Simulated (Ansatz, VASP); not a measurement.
**Al3BiO: VASP beside Ansatz**

```
Al Bi O
1.0
     4.03309    0.00000    0.00000
     0.00000    4.03309    0.00000
     0.00000    0.00000    6.72241
Al Bi O
3 1 1
Cartesian
  0.0000 2.0165 4.8830
  0.0000 0.0000 6.6864
  2.0165 0.0000 4.8830
  0.0000 0.0000 2.7428
  2.0165 2.0165 4.7479
```

Change from the starting cell: species swapped into the CsInBr3 type (P4mm, No. 99).

Alike in both runs: functional PBE; k mesh 10 × 10 × 6; occupations gaussian, width 0.1 eV; no spin polarisation.

Ansatz relaxed the structure, and its values are those at the end. VASP's run is a single point on that final structure, the one shown.

|  | VASP | Ansatz |
| --- | --- | --- |
| version | VASP 6.6.1 | Ansatz 0.2.0 |
| potentials or method | VASP PAW PBE potentials, release 64 (Al, Bi_d, O), cutoff 520 eV | scalar-relativistic, plane waves, PAW |
| valence electrons in the cell | 30 | 30 |

```csv
,VASP,Ansatz,Ansatz less VASP
gap on the k mesh at the Fermi level (eV),none,none,-
pressure (GPa),-0.1,0.0,+0.06
```

A gap of «none» marks a metal or a gap that the smearing closes. The functional is the same, so the differences come from potentials, cutoffs and numerics.

Spin-orbit coupling is off throughout.
